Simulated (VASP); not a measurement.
# TiB in VASP: a series of runs

Runs on TiB. Level: PBE. Tasks: single point.

Program: VASP 6.6.1. These are calculated values, not measurements. Logs are shortened: lines on timing, memory, paths and dates and some standing lists are left out, and cuts for length are marked.

## Step 1: The cell of the first run

The cell holds a sheet with vacuum, 2 atoms: a = 2.819 Å, b = 3.982 Å, c = 14.000 Å, α = 90.00°, β = 90.00°, γ = 90.00°.

The cell was built from a structure type or drawn by symmetry, and may not be a known phase.

## Step 2: Single point, PBE

INCAR reads:

```
SYSTEM = TiB
PREC     = Accurate       ! precision mode
ENCUT    = 520            ! plane-wave cutoff, eV
EDIFF    = 1E-7           ! SCF threshold, eV
ISMEAR   = 0              ! smearing method
SIGMA    = 0.1            ! smearing width, eV
LREAL    = .FALSE.        ! projectors in reciprocal space
LASPH    = .TRUE.         ! aspherical terms in the spheres
NELM     = 80             ! most SCF steps
ALGO     = Normal         ! electronic algorithm
ISIF     = 2              ! what is computed and relaxed
LWAVE    = .FALSE.        ! write WAVECAR
LCHARG   = .FALSE.        ! write CHGCAR
LDIPOL   = .TRUE.       
IDIPOL   = 3            
DIPOL    = 0.5 0.5 0.500
GGA      = PE             ! functional
NBANDS   = 14             ! bands
```

KPOINTS reads:

```
regular mesh
0
G
  6 4 1
  0 0 0
```

POSCAR reads:

```
TiB
1.0
    2.8187420000      0.0000000000      0.0000000000
    0.0000000000      3.9819520000      0.0000000000
    0.0000000000      0.0000000000     14.0000000000
Ti B
1 1
Direct
    0.5000000000      0.0000000000      0.5000000000
    0.5000000000      0.5000000000      0.5000000000
```

Potentials or basis: VASP PAW PBE potentials, release 64 (Ti_sv, B).

Launch:

```console
cat potpaw_PBE.64/Ti_sv/POTCAR potpaw_PBE.64/B/POTCAR > POTCAR
mpirun -np 1 vasp_std > vasp.out
```

OUTCAR:

```text
SYSTEM = TiB
   PREC = Accurate
   ENCUT = 520
   EDIFF = 1E-7
   ISMEAR = 0
   LREAL = .FALSE.
   LASPH = .TRUE.
   NELM = 80
   ISIF = 2
   GGA = PE

 ion  position               nearest neighbor table
   1  0.500  0.000  0.500-   2 1.99   2 1.99
   2  0.500  0.500  0.500-   1 1.99   1 1.99

  LATTYP: Found a simple orthorhombic cell.
 ALAT       =     2.8187420000
 B/A-ratio  =     1.4126699074
 C/A-ratio  =     4.9667546728

  Lattice vectors:

 A1 = (   2.8187420000,   0.0000000000,   0.0000000000)
 A2 = (   0.0000000000,   3.9819520000,   0.0000000000)
 A3 = (   0.0000000000,   0.0000000000,  14.0000000000)

Analysis of symmetry for initial positions (statically):
=====================================================================
 Subroutine PRICEL returns:
 Original cell was already a primitive cell.

 Routine SETGRP: Setting up the symmetry group for a
 simple orthorhombic supercell.

 Subroutine GETGRP returns: Found  8 space group operations
 (whereof  8 operations were pure point group operations)
 out of a pool of  8 trial point group operations.

The static configuration has the point symmetry D_2h.

Analysis of symmetry for dynamics (positions and initial velocities):
=====================================================================
 Subroutine PRICEL returns:
 Original cell was already a primitive cell.

 Routine SETGRP: Setting up the symmetry group for a
 simple orthorhombic supercell.

 Subroutine GETGRP returns: Found  8 space group operations
 (whereof  8 operations were pure point group operations)
 out of a pool of  8 trial point group operations.

The dynamic configuration has the point symmetry D_2h.

 Subroutine INISYM returns: Found  8 space group operations
 (whereof  8 operations are pure point group operations),
 and found     1 'primitive' translations

----------------------------------------------------------------------------------------

                                     Primitive cell

  volume of cell :     157.1373

  direct lattice vectors                    reciprocal lattice vectors
     2.818742000  0.000000000  0.000000000     0.354768191  0.000000000  0.000000000
     0.000000000  3.981952000  0.000000000     0.000000000  0.251133113  0.000000000
     0.000000000  0.000000000 14.000000000     0.000000000  0.000000000  0.071428571

  length of vectors
     2.818742000  3.981952000 14.000000000     0.354768191  0.251133113  0.071428571

  position of ions in fractional coordinates (direct lattice)
     0.500000000  0.000000000  0.500000000
     0.500000000  0.500000000  0.500000000

  ion indices of the primitive-cell ions
   primitive index   ion index
                 1           1
                 2           2

----------------------------------------------------------------------------------------

 KPOINTS: regular mesh

Automatic generation of k-mesh.
 Grid dimensions read from file:
 generate k-points for:    6    4    1

 Generating k-lattice:

  Cartesian coordinates                     Fractional coordinates (reciprocal lattice)
     0.059128032  0.000000000  0.000000000     0.166666667  0.000000000  0.000000000
     0.000000000  0.062783278  0.000000000     0.000000000  0.250000000  0.000000000
     0.000000000  0.000000000  0.071428571     0.000000000  0.000000000  1.000000000

  Length of vectors
     0.059128032  0.062783278  0.071428571

  Shift w.r.t. Gamma in fractional coordinates (k-lattice)
     0.000000000  0.000000000  0.000000000

 Subroutine IBZKPT returns following result:
 ===========================================

 Found     12 irreducible k-points:

 Following reciprocal coordinates:
            Coordinates               Weight
  0.000000  0.000000  0.000000      1.000000
  0.166667  0.000000  0.000000      2.000000
  0.333333  0.000000  0.000000      2.000000
  0.500000  0.000000  0.000000      1.000000
  0.000000  0.250000  0.000000      2.000000
  0.166667  0.250000  0.000000      4.000000
  0.333333  0.250000  0.000000      4.000000
  0.500000  0.250000  0.000000      2.000000
  0.000000  0.500000  0.000000      1.000000
  0.166667  0.500000  0.000000      2.000000
  0.333333  0.500000  0.000000      2.000000
  0.500000  0.500000  0.000000      1.000000
   k-points           NKPTS =     12   k-points in BZ     NKDIM =     12   number of bands    NBANDS=     14
   number of dos      NEDOS =    301   number of ions     NIONS =      2
   total plane-waves  NPLWV =  77760
   dimension x,y,z NGX =    24 NGY =   30 NGZ =  108
   dimension x,y,z NGXF=    48 NGYF=   60 NGZF=  216
   ions per type =               1   1
   NGX,Y,Z   is equivalent  to a cutoff of  14.15, 12.52, 12.82 a.u.
   NGXF,Y,Z  is equivalent  to a cutoff of  28.31, 25.05, 25.65 a.u.
 SYSTEM =  TiB
   PREC   = accura    normal or accurate (medium, high low for compatibility)
   ISTART =      0    job   : 0-new  1-cont  2-samecut
   ICHARG =      2    charge: 1-file 2-atom 10-const
   ISPIN  =      1    spin polarized calculation?
   LNONCOLLINEAR =      F non collinear calculations
   LSORBIT =      F    spin-orbit coupling
   LASPH  =      T    aspherical Exc in radial PAW
   ENCUT  =  520.0 eV  38.22 Ry    6.18 a.u.   5.24  7.40 26.03*2*pi/ulx,y,z
   NELM   =     80;   NELMIN=  2; NELMDL= -5     # of ELM steps
   EDIFF  = 0.1E-06   stopping-criterion for ELM
   LREAL  =      F    real-space projection
   EDIFFG = 0.1E-05   stopping-criterion for IOM
   NSW    =      0    number of steps for IOM
   IBRION =     -1    ionic relax: 0-MD 1-quasi-New 2-CG
   NFREE  =      0    steps in history (QN), initial steepest desc. (CG)
   ISIF   =      2    stress and relaxation
   ISYM   =      2    0-nonsym 1-usesym 2-fastsym
   POTIM  = 0.5000    time-step for ionic-motion
   TEBEG  =    0.0;   TEEND  =   0.0 temperature during run
   PSTRESS=    0.0 pullay stress
   NELECT =      15.0000    total number of electrons
   NUPDOWN=      -1.0000    fix difference up-down
   EMIN   =  10.00;   EMAX   =-10.00  energy-range for DOS
   EFERMI =   0.00;   METHOD = LEGACY
   ISMEAR =     0;   SIGMA  =   0.10  broadening in eV -4-tet -1-fermi 0-gaus
   EFERMI_NEDOS =   21; number of points for ismear=-14 and -15
   IALGO  =     38    algorithm
   IMIX   =      4    mixing-type and parameters
     AMIX     =   0.40;   BMIX     =  1.00
     AMIX_MAG =   1.60;   BMIX_MAG =  1.00
  volume/ion in A,a.u.               =      78.57       530.21
  Fermi-wavevector in a.u.,A,eV,Ry     =   0.748190  1.413875  7.616390  0.559789
  Thomas-Fermi vector in A             =   1.844421
   LORBIT       =      0    0 simple, 1 ext, 2 COOP (PROOUT), +10 PAW based schemes
   GGA     = PE    functional components
   LHFCALC =     F    Hartree Fock is set to
   AEXX    =    0.0000 exact exchange contribution
   IVDW    =     0    specifies the selected vdW correction
   LEPSILON=     F    determine dielectric tensor
   LRPA    =     F    only Hartree local field effects (RPA)
 non-spin polarized calculation
 Gauss-broadening in eV      SIGMA  =   0.10
  energy-cutoff  :      520.00
  volume of cell :      157.14
 maximum number of plane-waves:      4262
 NGX is ok and might be reduce to    24
   NGX = 11   NGY = 15   NGZ = 53

 number of electron      14.9999994 magnetization

 dipolmoment           0.000000      0.000000      0.000000 electrons x Angstroem

 Free energy of the ion-electron system (eV)
  ---------------------------------------------------
  ext. energy  EPLUGINS =         0.00000000
  ---------------------------------------------------
  free energy    TOTEN  =        -9.60091396 eV

  energy without entropy =       -9.58971110  energy(sigma->0) =       -9.59531253

 E-fermi :  -2.4789     XC(G=0):  -3.1555

 val. band max:       -2.5250547302   @ k =   0.5000   0.2500   0.0000
 cond. band min:      -2.4331214933   @ k =   0.5000   0.5000   0.0000
 fundamental gap:      0.0919332369
 Fermi energy:        -2.4789259698

 k-point     1 :       0.0000    0.0000    0.0000
  band No.  band energies     occupation
      1     -59.2483      2.00000
      2     -35.8121      2.00000
      3     -35.3721      2.00000
      4     -35.2222      2.00000
      5      -9.5942      2.00000
      6      -3.5552      2.00000
      7      -3.1532      2.00000
      8      -2.0171      0.00000
      9      -1.5803      0.00000
     10      -1.1692      0.00000
     11      -0.1698      0.00000
     12       0.0400      0.00000
     13       1.5133      0.00000
     14       1.7768      0.00000

 k-point     2 :       0.1667    0.0000    0.0000
  band No.  band energies     occupation
      1     -59.2342      2.00000
      2     -35.7998      2.00000
      3     -35.3589      2.00000
      4     -35.3379      2.00000
      5      -9.1986      2.00000
      6      -3.0802      2.00000
      7      -2.9070      2.00000
      8      -1.7606      0.00000
      9      -1.4649      0.00000
     10      -1.4540      0.00000
     11      -0.5639      0.00000
     12       0.1522      0.00000
     13       1.6609      0.00000
     14       2.1099      0.00000

 k-point     3 :       0.3333    0.0000    0.0000
  band No.  band energies     occupation
      1     -59.2059      2.00000
      2     -35.7752      2.00000
      3     -35.5648      2.00000
      4     -35.3324      2.00000
      5      -8.1566      2.00000
      6      -3.0736      2.00000
      7      -2.5815      1.85293
      8      -1.9980      0.00000
      9      -1.2239      0.00000
     10      -1.2079      0.00000
     11      -0.8296      0.00000
     12       0.4129      0.00000
     13       1.0670      0.00000
     14       3.5237      0.00000

 k-point     4 :       0.5000    0.0000    0.0000
  band No.  band energies     occupation
      1     -59.1917      2.00000
      2     -35.7628      2.00000
      3     -35.6760      2.00000
      4     -35.3192      2.00000
      5      -7.3118      2.00000
      6      -4.0090      2.00000
      7      -2.6130      1.94199
      8      -2.2552      0.00155
      9      -1.0978      0.00000
     10      -0.9318      0.00000
     11      -0.5643      0.00000
     12       0.5571      0.00000
     13       2.3115      0.00000
     14       4.1074      0.00000

 k-point     5 :       0.0000    0.2500    0.0000
  band No.  band energies     occupation
      1     -59.2486      2.00000
      2     -35.8110      2.00000
      3     -35.3726      2.00000
      4     -35.2215      2.00000
      5      -8.9664      2.00000
      6      -3.7831      2.00000
      7      -3.5877      2.00000
      8      -3.3158      2.00000
      9      -1.8107      0.00000
     10      -0.6115      0.00000
     11      -0.5792      0.00000
[... 72 lines left out ...]
 k-point    10 :       0.1667    0.5000    0.0000
  band No.  band energies     occupation
      1     -59.2348      2.00000
      2     -35.7977      2.00000
      3     -35.3590      2.00000
      4     -35.3361      2.00000
      5      -7.5324      2.00000
      6      -5.1529      2.00000
      7      -3.9183      2.00000
      8      -2.8818      2.00000
      9      -1.7596      0.00000
     10      -1.4689      0.00000
     11      -1.1097      0.00000
     12       1.7344      0.00000
     13       2.3125      0.00000
     14       3.8142      0.00000

 k-point    11 :       0.3333    0.5000    0.0000
  band No.  band energies     occupation
      1     -59.2065      2.00000
      2     -35.7732      2.00000
      3     -35.5622      2.00000
      4     -35.3309      2.00000
      5      -6.6315      2.00000
      6      -4.6634      2.00000
      7      -3.4326      2.00000
      8      -3.3211      2.00000
      9      -2.0676      0.00000
     10      -0.9935      0.00000
     11      -0.9204      0.00000
     12       2.6913      0.00000
     13       2.8058      0.00000
     14       3.5406      0.00000

 k-point    12 :       0.5000    0.5000    0.0000
  band No.  band energies     occupation
      1     -59.1922      2.00000
      2     -35.7610      2.00000
      3     -35.6732      2.00000
      4     -35.3167      2.00000
      5      -5.3495      2.00000
      6      -5.0555      2.00000
      7      -4.4485      2.00000
      8      -2.9753      2.00000
      9      -2.4331      0.51713
     10      -0.7105      0.00000
     11       1.0846      0.00000
     12       2.1227      0.00000
     13       3.2875      0.00000
     14       3.7895      0.00000

------------------------ aborting loop because EDIFF is reached ----------------------------------------

 vacuum level on the upper side and lower side of the slab       (xc-potential included)        -0.103        -0.103

  FORCE on cell =-STRESS in cart. coord.  units (eV):
  Direction    XX          YY          ZZ          XY          YZ          ZX
  --------------------------------------------------------------------------------------
  -------------------------------------------------------------------------------------
  Total       -3.2363727      5.2443862     -0.0094931     -0.0000000      0.0000000      0.0000000
  in kB      -32.9981605     53.4719312     -0.0967923     -0.0000000      0.0000000      0.0000000
  external PRESSURE =       6.7923261 kB  Pullay stress =       0.0000000 kB

 VOLUME and BASIS-vectors are now :
 -----------------------------------------------------------------------------
  energy-cutoff  :      520.00
  volume of cell :      157.14
      direct lattice vectors                 reciprocal lattice vectors
     2.818742000  0.000000000  0.000000000     0.354768191  0.000000000  0.000000000
     0.000000000  3.981952000  0.000000000     0.000000000  0.251133113  0.000000000
     0.000000000  0.000000000 14.000000000     0.000000000  0.000000000  0.071428571

 POSITION                                       TOTAL-FORCE (eV/Angst)
 -----------------------------------------------------------------------------------
      1.40937      0.00000      7.00000         0.000000      0.000000      0.000000
      1.40937      1.99098      7.00000         0.000000      0.000000      0.000000
 -----------------------------------------------------------------------------------
    total drift:                                0.000000     -0.000000     -0.000000

  FREE ENERGIE OF THE ION-ELECTRON SYSTEM (eV)
  ---------------------------------------------------
  free  energy   TOTEN  =        -9.6009139632 eV

  energy  without entropy=       -9.5897110996  energy(sigma->0) =       -9.59531253

 vacuum level on the upper side and lower side of the slab         1.874         1.874
```

It took 28 s on 1 thread of Intel Xeon 6975P-C (Granite Rapids), shared host; peak memory 0.25 GiB.

Results:

```yaml
Free_energy: -9.6009 eV
Band_gap_on_the_k_mesh: zero (an odd number of electrons rules out a gap without spin polarisation)
```

Caveat: the k points lie up to 0.39 Å⁻¹ apart, too coarse for converged energies and pressures of a metal.

## Step 3: Single point, PBE

This run uses another cell than the first one.

INCAR reads:

```
SYSTEM = TiB
PREC = Accurate
ENCUT = 520
EDIFF = 1E-6
ISMEAR = 0
SIGMA = 0.1
LREAL = .FALSE.
LASPH = .TRUE.
NELM = 100
ALGO = Normal
ISIF = 2
LWAVE = .FALSE.
LCHARG = .FALSE.
LDIPOL = .TRUE.
IDIPOL = 3
DIPOL = 0.5 0.5 0.294
GGA = PE
NBANDS = 14
```

KPOINTS reads:

```
Automatic mesh
0
G
  6 4 1
  0 0 0
```

POSCAR reads:

```
TiB
1.0
    1.9957983501      0.0000000000      0.0000000000
    0.0000000000      4.5082534682      0.0000000000
    0.0000000000      0.0000000000     23.8000000000
Ti B
1 1
Direct
    0.5000000000      0.0000000000      0.2941176471
    0.5000000000      0.5000000000      0.2941176471
```

Potentials or basis: VASP PAW PBE potentials, release 64 (Ti_sv, B).

Launch:

```console
cat potpaw_PBE.64/Ti_sv/POTCAR potpaw_PBE.64/B/POTCAR > POTCAR
mpirun -np 1 vasp_std > vasp.out
```

Run time: 42 s. Hardware: 1 thread of Intel Xeon 6975P-C (Granite Rapids), shared host; peak memory 0.3 GiB.

The run converged. Its results:

| Property | Result |
| --- | --- |
| Free energy | -10.5802 eV |
| Band gap on the k mesh | zero (an odd number of electrons rules out a gap without spin polarisation) |

Levels at points of the mesh, in eV from the Fermi level:
```tsv
k point	band 3	band 4	band 5	band 6	band 7	band 8	band 9	band 10	band 11	band 12
(0.00, 0.00, 0.00)	-33.22	-30.02	-9.02	-2.31	-1.83	-1.62	-0.58	-0.05	3.43	3.77
(0.50, 0.00, 0.00)	-32.25	-32.24	-2.93	-2.57	-2.44	-1.12	2.73	3.32	4.24	4.74
(0.00, 0.50, 0.00)	-33.22	-30.02	-8.11	-4.29	-2.57	-2.28	-0.41	2.03	2.76	4.98
(0.50, 0.50, 0.00)	-32.25	-32.24	-4.56	-2.41	0.22	0.48	0.68	2.03	3.71	6.22
```

Caveat: the k points lie up to 0.52 Å⁻¹ apart, too coarse for converged energies and pressures of a metal; atoms lie so close that the PAW spheres overlap strongly, which falsifies energies and pressures.

[end of part 1 of 3]
